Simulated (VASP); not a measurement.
**Sc3H: single point with PBE**

Sc3H:

```xyz
4
Lattice="4.3409 0.0000 0.0000 0.0000 4.3409 0.0000 0.0000 0.0000 4.3409" Properties=species:S:1:pos:R:3 pbc="T T T"
Sc    0.0000    2.1704    2.1704
Sc    2.1704    0.0000    2.1704
Sc    2.1704    2.1704    0.0000
H     0.0000    0.0000    0.0000
```

| Quantity | Value |
| --- | --- |
| Program | VASP 6.6.1 |
| Task | single point |
| Functional | PBE |
| Potentials or basis | VASP PAW PBE potentials, release 64 (Sc_sv, H) |
| Cutoff | 520 eV |
| k mesh | 12 × 12 × 12 |
| Occupations | gaussian, width 0.1 eV |
| Spin | no spin polarisation |
| Dipole correction | no |
| Further INCAR settings | ALGO = Fast; EDIFF = 1e-06; NBANDS = 25 |

| Item | Value |
| --- | --- |
| Pressure | 0.0 GPa |
| Band gap on the k mesh | zero (bands 17 and 18 overlap by 1.00 eV) |

Levels at points of the mesh, in eV from the Fermi level:
```
           k point  band 15  band 16  band 17  band 18  band 19  band 20
(0.00, 0.00, 0.00)    -0.76    -0.76    -0.41    -0.41    -0.41     2.07
(0.50, 0.00, 0.00)    -1.01    -0.05     0.18     0.18     0.47     0.97
(0.50, 0.50, 0.00)    -1.60    -1.37     0.15     0.31     0.51     0.51
(0.50, 0.50, 0.50)    -1.36    -1.36     0.59     0.94     0.94     0.94
```

Wall time 3.2 min on 1 thread of AMD EPYC 9755 128-Core Processor (shared host), peak memory 0.24 GiB.
